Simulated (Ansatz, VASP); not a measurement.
One calculation of Zn, two programs

```
CELL_PARAMETERS angstrom
2.63563 0.00000 0.00000
-1.31781 2.28252 0.00000
0.00000 0.00000 23.63880
ATOMIC_POSITIONS crystal
Zn 0.83333 0.16667 0.34480
Zn 0.16667 0.83333 0.44987
Zn 0.83333 0.16667 0.55013
Zn 0.16667 0.83333 0.65520
```

Alike in both runs: functional PBE; k mesh 16 × 16 × 1; occupations fermi-dirac, width 0.08 eV; no spin polarisation.

Ansatz relaxed the structure, and its values are those at the end. VASP's run is a single point on that final structure, the one shown.

```csv
,VASP,Ansatz
version,VASP 6.6.1,Ansatz 0.2.0
potentials or method,"VASP PAW PBE potentials, release 64 (Zn), cutoff 520 eV","all-electron LAPW, scalar-relativistic"
```

|  | VASP | Ansatz | Ansatz less VASP |
| --- | --- | --- | --- |
| rms of the force components (eV/Å) | 0.004 | 0.001 | -0.0029 |

Ansatz ran all-electron here, and VASP with PAW potentials.
